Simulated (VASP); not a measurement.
# Al3N (Aem2) in VASP: notebook, part 3 of 3

VASP 6.6.1. The steps go on from the part before.

### 4 Single point, PBE

This run uses another cell than the first one, of 14.81 Å³/atom.

Input file INCAR:

```
  ALGO = Normal
  EDIFF = 1E-7
  ENCUT = 520
  GGA = PE
  ISIF = 2
  ISMEAR = 0
  LASPH = T
  LCHARG = F
  LREAL = F
  LWAVE = F
  NBANDS = 24
  NELM = 60
  PREC = Accurate
  SIGMA = 0.1
```

Input file KPOINTS:

```
k-points
0
Gamma
  8 8 8
```

Input file POSCAR:

```
Al3N
1.0
    5.0806145705      0.0000000000      0.0000000000
    0.0000000000      4.5220562913      2.5784064420
    0.0000000000     -4.5220562913      2.5784064420
Al N
6 2
Direct
    0.7661987260      0.1290534920      1.0027186649
    0.7661987260      0.5027186649      0.6290534920
    0.2338012740      0.6290534920      0.5027186649
    0.2338012740      1.0027186649      0.1290534920
    0.2938417259      0.2872146541      0.7872146541
    0.7061582741      0.7872146541      0.2872146541
    0.6471149257      0.4196654726      0.9196654726
    0.3528850743      0.9196654726      0.4196654726
```

Potentials or basis: VASP PAW PBE potentials, release 64 (Al, N).

On the command line:

```sh
> cat potpaw_PBE.64/Al/POTCAR potpaw_PBE.64/N/POTCAR > POTCAR
> mpirun -np 1 vasp_std > vasp.out
```

OUTCAR:

```text
EDIFF = 1E-7
   ENCUT = 520
   GGA = PE
   ISIF = 2
   ISMEAR = 0
   LASPH = T
   LREAL = F
   NELM = 60
   PREC = Accurate

 ion  position               nearest neighbor table
   1  0.766  0.129  0.003-   7 1.87   4 2.64   2 2.82   2 2.82   6 2.85   4 2.94   5 2.94   6 2.98
                             5 3.17   6 3.22
   2  0.766  0.503  0.629-   7 1.87   3 2.64   1 2.82   1 2.82   6 2.85   3 2.94   5 2.94   6 2.98
                             5 3.17   6 3.22
   3  0.234  0.629  0.503-   8 1.87   2 2.64   4 2.82   4 2.82   5 2.85   2 2.94   6 2.94   5 2.98
                             6 3.17   5 3.22
   4  0.234  0.003  0.129-   8 1.87   1 2.64   3 2.82   3 2.82   5 2.85   1 2.94   6 2.94   5 2.98
                             6 3.17   5 3.22
   5  0.294  0.287  0.787-   8 1.92   7 1.92   3 2.85   4 2.85   1 2.94   2 2.94   4 2.98   3 2.98
                             1 3.17   2 3.17   4 3.22   3 3.22   6 3.32   6 3.32
   6  0.706  0.787  0.287-   7 1.92   8 1.92   1 2.85   2 2.85   3 2.94   4 2.94   2 2.98   1 2.98
                             3 3.17   4 3.17   2 3.22   1 3.22   5 3.32   5 3.32
   7  0.647  0.420  0.920-   1 1.87   2 1.87   6 1.92   5 1.92
   8  0.353  0.920  0.420-   3 1.87   4 1.87   5 1.92   6 1.92

  LATTYP: Found a base centered orthorhombic cell.
 ALAT       =     5.1568128840
 B/A-ratio  =     1.7538182567
 C/A-ratio  =     0.9852237583

  Lattice vectors:

 A1 = (   0.0000000000,   4.5220562913,   2.5784064420)
 A2 = (   0.0000000000,  -4.5220562913,   2.5784064420)
 A3 = (   5.0806145705,   0.0000000000,   0.0000000000)

Analysis of symmetry for initial positions (statically):
=====================================================================
 Subroutine PRICEL returns:
 Original cell was already a primitive cell.

 Routine SETGRP: Setting up the symmetry group for a
 base centered orthorhombic supercell.

 Subroutine GETGRP returns: Found  4 space group operations
 (whereof  2 operations were pure point group operations)
 out of a pool of  8 trial point group operations.

The static configuration has the point symmetry C_2 .
 The point group associated with its full space group is C_2v.

Analysis of symmetry for dynamics (positions and initial velocities):
=====================================================================
 Subroutine PRICEL returns:
 Original cell was already a primitive cell.

 Routine SETGRP: Setting up the symmetry group for a
 base centered orthorhombic supercell.

 Subroutine GETGRP returns: Found  4 space group operations
 (whereof  2 operations were pure point group operations)
 out of a pool of  8 trial point group operations.

The dynamic configuration has the point symmetry C_2 .
 The point group associated with its full space group is C_2v.

 Subroutine INISYM returns: Found  4 space group operations
 (whereof  2 operations are pure point group operations),
 and found     1 'primitive' translations

----------------------------------------------------------------------------------------

                                     Primitive cell

  volume of cell :     118.4769

  direct lattice vectors                    reciprocal lattice vectors
[... 59 lines left out ...]
  0.375000  0.000000  0.000000      2.000000
  0.500000  0.000000  0.000000      1.000000
  0.000000  0.125000  0.000000      4.000000
[... 16 lines left out ...]
  0.250000  0.500000  0.000000      4.000000
  0.375000  0.500000  0.000000      4.000000
 [... further k-points ...]
   k-points           NKPTS =    105   k-points in BZ     NKDIM =    105   number of bands    NBANDS=     24
   number of dos      NEDOS =    301   number of ions     NIONS =      8
   total plane-waves  NPLWV =  64000
   dimension x,y,z NGX =    40 NGY =   40 NGZ =   40
   dimension x,y,z NGXF=    80 NGYF=   80 NGZF=   80
   ions per type =               6   2
   NGX,Y,Z   is equivalent  to a cutoff of  13.09, 12.77, 12.77 a.u.
   NGXF,Y,Z  is equivalent  to a cutoff of  26.18, 25.55, 25.55 a.u.
 SYSTEM =  unknown system
   PREC   = accura    normal or accurate (medium, high low for compatibility)
   ISTART =      0    job   : 0-new  1-cont  2-samecut
   ICHARG =      2    charge: 1-file 2-atom 10-const
   ISPIN  =      1    spin polarized calculation?
   LNONCOLLINEAR =      F non collinear calculations
   LSORBIT =      F    spin-orbit coupling
   LASPH  =      T    aspherical Exc in radial PAW
   ENCUT  =  520.0 eV  38.22 Ry    6.18 a.u.   9.45  9.68  9.68*2*pi/ulx,y,z
   NELM   =     60;   NELMIN=  2; NELMDL= -5     # of ELM steps
   EDIFF  = 0.1E-06   stopping-criterion for ELM
   LREAL  =      F    real-space projection
   EDIFFG = 0.1E-05   stopping-criterion for IOM
   NSW    =      0    number of steps for IOM
   IBRION =     -1    ionic relax: 0-MD 1-quasi-New 2-CG
   NFREE  =      0    steps in history (QN), initial steepest desc. (CG)
   ISIF   =      2    stress and relaxation
   ISYM   =      2    0-nonsym 1-usesym 2-fastsym
   POTIM  = 0.5000    time-step for ionic-motion
   TEBEG  =    0.0;   TEEND  =   0.0 temperature during run
   PSTRESS=    0.0 pullay stress
   NELECT =      28.0000    total number of electrons
   NUPDOWN=      -1.0000    fix difference up-down
   EMIN   =  10.00;   EMAX   =-10.00  energy-range for DOS
   EFERMI =   0.00;   METHOD = LEGACY
   ISMEAR =     0;   SIGMA  =   0.10  broadening in eV -4-tet -1-fermi 0-gaus
   EFERMI_NEDOS =   21; number of points for ismear=-14 and -15
   IALGO  =     38    algorithm
   IMIX   =      4    mixing-type and parameters
     AMIX     =   0.40;   BMIX     =  1.00
     AMIX_MAG =   1.60;   BMIX_MAG =  1.00
  volume/ion in A,a.u.               =      14.81        99.94
  Fermi-wavevector in a.u.,A,eV,Ry     =   1.012161  1.912707 13.938762  1.024470
  Thomas-Fermi vector in A             =   2.145254
   LORBIT       =      0    0 simple, 1 ext, 2 COOP (PROOUT), +10 PAW based schemes
   GGA     = PE    functional components
   LHFCALC =     F    Hartree Fock is set to
   AEXX    =    0.0000 exact exchange contribution
   IVDW    =     0    specifies the selected vdW correction
   LEPSILON=     F    determine dielectric tensor
   LRPA    =     F    only Hartree local field effects (RPA)
 non-spin polarized calculation
 Gauss-broadening in eV      SIGMA  =   0.10
  energy-cutoff  :      520.00
  volume of cell :      118.48
 maximum number of plane-waves:      3219
 NGX is ok and might be reduce to    40
   NGX = 19   NGY = 19   NGZ = 19

 number of electron      28.0000002 magnetization

 Free energy of the ion-electron system (eV)
  ---------------------------------------------------
  ext. energy  EPLUGINS =         0.00000000
  ---------------------------------------------------
  free energy    TOTEN  =       -41.18366660 eV

  energy without entropy =      -41.17487075  energy(sigma->0) =      -41.17926867

 E-fermi :   7.2785     XC(G=0): -10.1148

 val. band max:        7.2732286677   @ k =   0.5000  -0.3750   0.3750
 cond. band min:       7.2812918262   @ k =   0.0000   0.2500   0.2500
 fundamental gap:      0.0080631585
 Fermi energy:         7.2785115864

 k-point     1 :       0.0000    0.0000    0.0000
  band No.  band energies     occupation
      1      -9.1326      2.00000
      2      -7.9875      2.00000
      3      -0.8963      2.00000
      4       0.3286      2.00000
      5       0.6132      2.00000
      6       1.2928      2.00000
[... 637 lines left out ...]
     23      12.8137      0.00000
     24      12.8137      0.00000

 [... further k-points ...]

------------------------ aborting loop because EDIFF is reached ----------------------------------------

  FORCE on cell =-STRESS in cart. coord.  units (eV):
  Direction    XX          YY          ZZ          XY          YZ          ZX
  --------------------------------------------------------------------------------------
  -------------------------------------------------------------------------------------
  Total       -0.0769836     -0.0689252     -0.0557185      0.0000000      0.0000000      0.0000000
  in kB       -1.0410581     -0.9320834     -0.7534881      0.0000000      0.0000000      0.0000000
  external PRESSURE =      -0.9088765 kB  Pullay stress =       0.0000000 kB

 VOLUME and BASIS-vectors are now :
 -----------------------------------------------------------------------------
  energy-cutoff  :      520.00
  volume of cell :      118.48
      direct lattice vectors                 reciprocal lattice vectors
     5.080614570  0.000000000  0.000000000     0.196826582  0.000000000  0.000000000
     0.000000000  4.522056291  2.578406442     0.000000000  0.110569168  0.193918225
     0.000000000 -4.522056291  2.578406442     0.000000000 -0.110569168  0.193918225

 POSITION                                       TOTAL-FORCE (eV/Angst)
 -----------------------------------------------------------------------------------
      3.89276      0.57129      0.33976        -0.000918      0.002511      0.001253
      3.89276     -0.57129      2.91817        -0.000918     -0.002511      0.001253
      1.18785      0.57129      2.91817         0.000918      0.002511      0.001253
      1.18785     -0.57129      0.33976         0.000918     -0.002511      0.001253
      1.49290     -2.26103      2.77032         0.009019      0.000000     -0.000328
      3.58772      2.26103      2.77032        -0.009019      0.000000     -0.000328
      3.28774     -2.26103      3.45334         0.004957      0.000000     -0.002179
      1.79287      2.26103      3.45334        -0.004957      0.000000     -0.002179
 -----------------------------------------------------------------------------------
    total drift:                                0.000000     -0.000000     -0.000023

  FREE ENERGIE OF THE ION-ELECTRON SYSTEM (eV)
  ---------------------------------------------------
  free  energy   TOTEN  =       -41.1836665951 eV

  energy  without entropy=      -41.1748707520  energy(sigma->0) =      -41.17926867
```

It took 2.9 min on 1 thread of Intel Xeon 6975P-C (Granite Rapids), shared host; peak memory 0.37 GiB.

Results:

| Property | Result |
| --- | --- |
| Free energy | -41.1837 eV |
| Pressure | -0.1 GPa |
| Largest force | 0.009 eV/Å |
| Band gap on the k mesh | zero (bands 14 and 15 overlap by 1.45 eV) |

Forces in eV/Å, atoms in the order of the input:
```
Al  -0.001  0.003  0.001
Al  -0.001 -0.003  0.001
Al   0.001  0.003  0.001
Al   0.001 -0.003  0.001
Al   0.009  0.000  0.000
Al  -0.009  0.000  0.000
N    0.005  0.000 -0.002
N   -0.005  0.000 -0.002
```

### 5 Relaxation of cell and atoms, PBE

This run uses another cell than the first one, of 14.77 Å³/atom.

Input file INCAR:

```
SYSTEM = Al3N
PREC     = Accurate       ! precision mode
ENCUT    = 600            ! plane-wave cutoff, eV
EDIFF    = 1E-6           ! SCF threshold, eV
ISMEAR   = 0              ! smearing method
SIGMA    = 0.1            ! smearing width, eV
LREAL    = .False.        ! projectors in reciprocal space
LASPH    = .True.         ! aspherical terms in the spheres
NELM     = 100            ! most SCF steps
ALGO     = Normal         ! electronic algorithm
ISIF     = 3              ! what is computed and relaxed
LWAVE    = .False.        ! write WAVECAR
LCHARG   = .False.        ! write CHGCAR
GGA      = PE             ! functional
IBRION   = 2              ! ionic algorithm
NSW      = 100            ! ionic steps
EDIFFG   = -0.01          ! ionic threshold
```

Input file KPOINTS:

```
Automatic mesh
0
Gamma
  8 8 8
  0 0 0
```

Input file POSCAR:

```
Al3N
1.0
    5.0090810950      0.0000000000      0.0000000000
    0.0000000000      4.5030968778      2.6186201494
    0.0000000000     -4.5030968778      2.6186201494
Al N
6 2
Direct
    0.7684642013      0.1294771131      0.9936543214
    0.7684642013      0.4936543214      0.6294771131
    0.2315357987      0.6294771131      0.4936543214
    0.2315357987      0.9936543214      0.1294771131
    0.2839579769      0.2864879718      0.7864879718
    0.7160420231      0.7864879718      0.2864879718
    0.6348983205      0.4290328773      0.9290328773
    0.3651016795      0.9290328773      0.4290328773
```

On the command line:

```sh
> cat potpaw_PBE.64/Al/POTCAR potpaw_PBE.64/N/POTCAR > POTCAR
> mpirun -np 1 vasp_std > vasp.out
```

Wall time 22 min (1 thread of Intel Xeon 6975P-C (Granite Rapids), shared host); peak memory 0.43 GiB.

It converged, with:

| Quantity | Value |
| --- | --- |
| Free energy | -41.1869 eV |
| Relaxed volume | 14.78 Å³/atom |
| Relaxed cell | a = 5.077 Å, b = 5.203 Å, c = 5.203 Å, α = 120.64°, β = 90.00°, γ = 90.00° |
| Space group after relaxing (to 0.1 Å) | Aem2 (No. 39) |
| Energy gained by relaxing | 3.1 meV/atom |
| Ionic steps | 22 |
| Pressure after relaxing | 0.0 GPa |
| Largest force after relaxing | 0.008 eV/Å |
| Band gap on the k mesh | zero (bands 14 and 15 overlap by 1.46 eV) |

Forces on the atoms (eV/Å):
```
Al   0.003  0.008  0.001
Al   0.003 -0.008  0.001
Al  -0.003  0.008  0.001
Al  -0.003 -0.008  0.001
Al   0.002  0.000 -0.005
Al  -0.002  0.000 -0.005
N    0.005  0.000  0.002
N   -0.005  0.000  0.002
```

The path:
```tsv
step	energy change (eV)	largest force (eV/Å)	pressure (GPa)	volume (Å³)
1	0.0000	0.0726	-0.05	118.13
2	-0.0060	0.1436	-0.08	118.05
3	-0.0071	0.2155	-0.10	118.00
4	-0.0112	0.1459	-0.01	117.85
5	-0.0137	0.1037	0.13	117.61
6	-0.0151	0.0794	-0.07	117.74
7	-0.0158	0.1799	-0.63	118.16
8	-0.0162	0.1310	-0.41	118.00
9	-0.0171	0.1267	-0.34	117.91
10	-0.0191	0.1163	-0.05	117.63
11	-0.0196	0.0991	0.47	117.06
12	-0.0199	0.1046	0.24	117.29
13	-0.0211	0.0767	0.21	117.40
14	-0.0220	0.0474	0.08	117.63
15	-0.0232	0.0236	0.05	117.81
16	-0.0239	0.0302	0.02	118.07
17	-0.0240	0.0415	0.02	118.16
18	-0.0244	0.0253	-0.03	118.22
19	-0.0245	0.0298	-0.08	118.29
20	-0.0246	0.0117	0.05	118.19
21	-0.0246	0.0106	0.06	118.18
22	-0.0247	0.0081	0.03	118.26
```

Final structure:
```xyz
8
Lattice="5.0771 0.0000 0.0000 0.0000 4.5203 2.5764 0.0000 -4.5203 2.5764" Properties=species:S:1:pos:R:3 pbc="T T T"
Al    3.8890    0.5692    0.3395
Al    3.8890   -0.5692    2.9160
Al    1.1881    0.5692    2.9160
Al    1.1881   -0.5692    0.3395
Al    1.4925   -2.2601    2.7692
Al    3.5846    2.2601    2.7692
N     3.2878   -2.2601    3.4497
N     1.7893    2.2601    3.4497
```

Levels at points of the mesh, in eV from the Fermi level:
| k point | band 10 | band 11 | band 12 | band 13 | band 14 | band 15 | band 16 | band 17 | band 18 | band 19 |
| --- | --- | --- | --- | --- | --- | --- | --- | --- | --- | --- |
| (0.00, 0.00, 0.00) | -3.46 | -2.57 | -1.95 | -1.84 | -0.30 | -0.24 | 0.77 | 1.20 | 1.42 | 1.86 |
| (0.50, 0.00, 0.00) | -4.00 | -2.50 | -2.39 | -1.92 | -1.44 | 0.15 | 1.03 | 1.84 | 1.86 | 2.42 |
| (0.00, 0.50, 0.00) | -3.79 | -2.49 | -2.49 | -0.79 | -0.79 | 0.31 | 0.31 | 1.99 | 1.99 | 3.24 |
| (0.50, 0.50, 0.00) | -3.96 | -2.68 | -2.68 | -0.52 | -0.52 | 1.56 | 1.56 | 3.13 | 3.13 | 4.06 |
| (0.00, 0.50, 0.50) | -3.96 | -3.55 | -2.40 | -1.95 | -1.48 | 0.98 | 1.88 | 1.91 | 2.10 | 3.44 |
| (0.50, 0.50, 0.50) | -2.44 | -2.08 | -1.25 | -1.18 | -0.30 | 0.00 | 0.53 | 2.52 | 3.14 | 3.67 |

### 6 Overview

| task | cell | k mesh | cutoff (eV) | gap on the mesh (eV) | pressure (GPa) | relaxed volume (Å³/atom) | largest force (eV/Å) |
| --- | --- | --- | --- | --- | --- | --- | --- |
| relaxation of cell and atoms | relaxed from a = 4.251, b = 5.495, c = 5.495 Å, angles 98.3, 90.0, 90.0°, 8 atoms, atomic positions A | 4 × 4 × 4 | 600 | none | -0.1 | 14.77 | 0.03 |
| single point | a = 5.077, b = 5.206, c = 5.206 Å, angles 120.6, 90.0, 90.0°, 8 atoms, atomic positions B | 8 × 8 × 8 | 520 | none | -0.1 | - | 0.01 |
| single point | a = 5.081, b = 5.205, c = 5.205 Å, angles 120.6, 90.0, 90.0°, 8 atoms, atomic positions C | 8 × 8 × 8 | 520 | none | -0.1 | - | 0.01 |
| relaxation of cell and atoms | relaxed from a = 5.009, b = 5.209, c = 5.209 Å, angles 119.6, 90.0, 90.0°, 8 atoms, atomic positions D | 8 × 8 × 8 | 600 | none | 0.0 | 14.78 | 0.01 |

Alike in all rows: level PBE; potentials or basis VASP PAW PBE potentials, release 64 (Al, N); no spin polarisation; smearing gaussian 0.1 eV.

Caveats: some runs use coarse meshes; a cell axis changed by over 15 % at a fixed basis, so the end point is rough (at least some runs).

Total energies depend on the potentials used, so only differences within one code and one set of settings carry meaning.

The gap in the log of VASP goes by the Fermi energy; the results here count the filled bands.